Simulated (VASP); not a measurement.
Wanted: the native input for a VASP 6.6.1 run.

```
Task                   : single point
Functional             : PBEsol
Potentials or basis    : VASP PAW PBE potentials, release 64 (O, Mg)
Cutoff                 : 520 eV
k mesh                 : 12 × 12 × 12
Occupations            : fermi-dirac, width 0.05 eV
Spin                   : no spin polarisation
Dipole correction      : no
Further INCAR settings : ALGO = Normal; EDIFF = 1e-06; NBANDS = 12
```

The structure of Mg2O (CdCl2 type) lies in POSCAR:

```
Mg2O
1.0
    1.5243142951     -0.8800632686      4.9977502408
    0.0000000000      1.7601265372      4.9977502408
   -1.5243142951     -0.8800632686      4.9977502408
O Mg
1 2
Direct
    0.0000000000      0.0000000000      0.0000000000
    0.2507983236      0.2507983236      0.2507983236
    0.7492016764      0.7492016764      0.7492016764
```

One way to write it, as run:

INCAR

```
PREC = Accurate ; ENCUT = 520
EDIFF = 1E-6 ; ISMEAR = -1
SIGMA = 0.05 ; LREAL = F
LASPH = T ; NELM = 80
ALGO = Normal ; ISIF = 2
LWAVE = F ; LCHARG = F
GGA = PS ; NBANDS = 12
```

KPOINTS

```
Automatic mesh
0
Gamma
  12 12 12
```

Potentials or basis: VASP PAW PBE potentials, release 64 (O, Mg).

The run is started by

```sh
$ cat potpaw_PBE.64/O/POTCAR potpaw_PBE.64/Mg/POTCAR > POTCAR
$ mpirun -np 1 vasp_std > vasp.out
```

Results of the run:

The pressure is -0.3 GPa. The largest force is 0.015 eV/Å. The band gap on the k mesh is zero (band 5 reaches 5.61 eV, above the bottom of band 6 at 4.27 eV).

Caveat: the PAW data sets were made with another functional, which shifts forces and pressure a little.

Run time: 81 s on 1 thread of AMD EPYC 9R45 96-Core Processor (Zen 5), on a shared host, peak memory 0.26 GiB.
